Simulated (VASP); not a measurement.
# CuO (Tenorite) (C2/c) in VASP: further runs, part 2 of 2

VASP 6.6.1. The steps go on from the part before.

### 3 Single point, PBEsol

This run uses another cell than the first one, of 8.78 Å³/atom, 1.060 times its volume.

INCAR reads:

```
PREC = Accurate ; ENCUT = 520
EDIFF = 1E-6 ; ISMEAR = -1
SIGMA = 0.05 ; LREAL = F
LASPH = T ; NELM = 100
ALGO = Normal ; ISIF = 2
LWAVE = F ; LCHARG = T
GGA = PS ; LELF = T
LVHAR = T ; NBANDS = 25
```

KPOINTS reads:

```
Automatic mesh
0
Gamma
  10 10 5
```

POSCAR reads:

```
CuO
1.0
    2.3350408090     -1.5540365375     -0.0870526813
    2.3350408090      1.5540365375     -0.0870526813
   -1.0355700933      0.0000000000      4.8786499489
Cu O
2 2
Direct
    0.5000000000      0.0000000000      0.5000000000
    0.0000000000      0.5000000000      0.0000000000
    0.3747263577      0.6252736423      0.7500000000
    0.6252736423      0.3747263577      0.2500000000
```

Potentials or basis: VASP PAW PBE potentials, release 64 (Cu, O).

On the command line:

```
$ cat potpaw_PBE.64/Cu/POTCAR potpaw_PBE.64/O/POTCAR > POTCAR
$ mpirun -np 1 vasp_std > vasp.out
```

OUTCAR:

```text
PREC = Accurate
   ENCUT = 520
   EDIFF = 1E-6
   ISMEAR = -1
   LREAL = F
   LASPH = T
   NELM = 100
   ISIF = 2
   GGA = PS

 ion  position               nearest neighbor table
   1  0.500  0.000  0.500-   3 1.89   4 1.89   4 1.94   3 1.94
   2  0.000  0.500  0.000-   4 1.89   3 1.89   4 1.94   3 1.94
   3  0.375  0.625  0.750-   2 1.89   1 1.89   2 1.94   1 1.94
   4  0.625  0.375  0.250-   1 1.89   2 1.89   2 1.94   1 1.94

  LATTYP: Found a base centered monoclinic cell.
 ALAT       =     4.6733259030
 B/A-ratio  =     0.6650666227
 C/A-ratio  =     1.0671943639
 COS(beta)  =    -0.2439384923

  Lattice vectors:

 A1 = (   2.3350408090,  -1.5540365375,  -0.0870526813)
 A2 = (   2.3350408090,   1.5540365375,  -0.0870526813)
 A3 = (  -1.0355700933,   0.0000000000,   4.8786499489)

Analysis of symmetry for initial positions (statically):
=====================================================================
 Subroutine PRICEL returns:
 Original cell was already a primitive cell.

 Routine SETGRP: Setting up the symmetry group for a
 base centered monoclinic supercell.

 Subroutine GETGRP returns: Found  4 space group operations
 (whereof  2 operations were pure point group operations)
 out of a pool of  4 trial point group operations.

The static configuration has the point symmetry S_2 .
 The point group associated with its full space group is C_2h.

Analysis of symmetry for dynamics (positions and initial velocities):
=====================================================================
 Subroutine PRICEL returns:
 Original cell was already a primitive cell.

 Routine SETGRP: Setting up the symmetry group for a
 base centered monoclinic supercell.

 Subroutine GETGRP returns: Found  4 space group operations
 (whereof  2 operations were pure point group operations)
[... 122 lines left out ...]
   ISMEAR =    -1;   SIGMA  =   0.05  broadening in eV -4-tet -1-fermi 0-gaus
   EFERMI_NEDOS =   21; number of points for ismear=-14 and -15
   IALGO  =     38    algorithm
   IMIX   =      4    mixing-type and parameters
     AMIX     =   0.40;   BMIX     =  1.00
     AMIX_MAG =   1.60;   BMIX_MAG =  1.00
  volume/ion in A,a.u.               =       8.78        59.26
  Fermi-wavevector in a.u.,A,eV,Ry     =   1.619408  3.060237 35.681019  2.622481
  Thomas-Fermi vector in A             =   2.713513
   LORBIT       =      0    0 simple, 1 ext, 2 COOP (PROOUT), +10 PAW based schemes
   GGA     = PS    functional components
   LHFCALC =     F    Hartree Fock is set to
   AEXX    =    0.0000 exact exchange contribution
   IVDW    =     0    specifies the selected vdW correction
   LEPSILON=     F    determine dielectric tensor
   LRPA    =     F    only Hartree local field effects (RPA)
 non-spin polarized calculation
  energy-cutoff  :      520.00
  volume of cell :       35.13
 maximum number of plane-waves:       959
 NGX is ok and might be reduce to    24
   NGX = 11   NGY = 11   NGZ = 19

 number of electron      33.9999980 magnetization

 Free energy of the ion-electron system (eV)
  ---------------------------------------------------
  ext. energy  EPLUGINS =         0.00000000
  ---------------------------------------------------
  free energy    TOTEN  =       -21.02649472 eV

  energy without entropy =      -21.01109925  energy(sigma->0) =      -21.01879699

 E-fermi :   7.4198     XC(G=0): -13.0816

 val. band max:        7.4167216172   @ k =   0.3000   0.3000   0.2000
 cond. band min:       7.4218016203   @ k =   0.4000   0.3000   0.4000
 fundamental gap:      0.0050800030
 Fermi energy:         7.4198443329

 k-point     1 :       0.0000    0.0000    0.0000
  band No.  band energies     occupation
      1     -13.4404      2.00000
      2     -11.7883      2.00000
      3      -1.7164      2.00000
      4       1.2524      2.00000
      5       1.4872      2.00000
      6       3.9655      2.00000
[... 661 lines left out ...]
     24      21.1542      0.00000
     25      22.0743      0.00000

 [... further k-points ...]

------------------------ aborting loop because EDIFF is reached ----------------------------------------

  FORCE on cell =-STRESS in cart. coord.  units (eV):
  Direction    XX          YY          ZZ          XY          YZ          ZX
  --------------------------------------------------------------------------------------
  -------------------------------------------------------------------------------------
  Total        4.6396603      4.5200786      4.6543746      0.0000000      0.0000000      0.0021795
  in kB      211.6225102    206.1681945    212.2936568      0.0000000      0.0000000      0.0994107
  external PRESSURE =     210.0281205 kB  Pullay stress =       0.0000000 kB

 VOLUME and BASIS-vectors are now :
 -----------------------------------------------------------------------------
  energy-cutoff  :      520.00
  volume of cell :       35.13
      direct lattice vectors                 reciprocal lattice vectors
     2.335040809 -1.554036538 -0.087052681     0.215837042 -0.321742757  0.045814803
     2.335040809  1.554036538 -0.087052681     0.215837042  0.321742757  0.045814803
    -1.035570093  0.000000000  4.878649949     0.007702620  0.000000000  0.206609741

 POSITION                                       TOTAL-FORCE (eV/Angst)
 -----------------------------------------------------------------------------------
      0.64974     -0.77702      2.39580        -0.000000      0.000000      0.000000
      1.16752      0.77702     -0.04353        -0.000000      0.000000      0.000000
      1.55836      0.38936      3.57193        -0.000000      0.070008     -0.000000
      2.07615     -0.38936      1.13261         0.000000     -0.070008     -0.000000
 -----------------------------------------------------------------------------------
    total drift:                                0.000000     -0.000000     -0.000000

  FREE ENERGIE OF THE ION-ELECTRON SYSTEM (eV)
  ---------------------------------------------------
  free  energy   TOTEN  =       -21.0264947220 eV

  energy  without entropy=      -21.0110992520  energy(sigma->0) =      -21.01879699
```

Wall time 73 s (1 thread of Intel Xeon Platinum 8488C (Sapphire Rapids), shared host); peak memory 0.23 GiB.

What came out:

```
Free energy            : -21.0265 eV
Pressure               : 21.0 GPa
Largest force          : 0.070 eV/Å
Band gap on the k mesh : zero (band 17 reaches 7.73 eV, above the bottom of band 18 at 7.23 eV)
```

Forces in eV/Å, atoms in the order of the input:
```
Cu   0.000  0.000  0.000
Cu   0.000  0.000  0.000
O    0.000  0.070  0.000
O    0.000 -0.070  0.000
```

Levels at points of the mesh, in eV from the Fermi level:
| k point | band 13 | band 14 | band 15 | band 16 | band 17 | band 18 | band 19 | band 20 | band 21 | band 22 |
| --- | --- | --- | --- | --- | --- | --- | --- | --- | --- | --- |
| (0.00, 0.00, 0.00) | -2.76 | -2.40 | -2.29 | -1.73 | 0.15 | 0.99 | 2.23 | 5.93 | 9.45 | 13.80 |
| (0.50, 0.00, 0.00) | -2.07 | -1.68 | -1.45 | -1.29 | -0.22 | -0.03 | 6.00 | 6.82 | 8.09 | 11.16 |
| (0.50, 0.50, 0.00) | -2.20 | -2.19 | -1.77 | -1.38 | -0.15 | 1.08 | 4.05 | 6.78 | 9.65 | 10.89 |

Caveat: the PAW data sets were made with another functional, which shifts forces and pressure a little; semilocal functionals often make such compounds metallic where correlation or magnetic order opens a gap, which also shifts bond lengths.
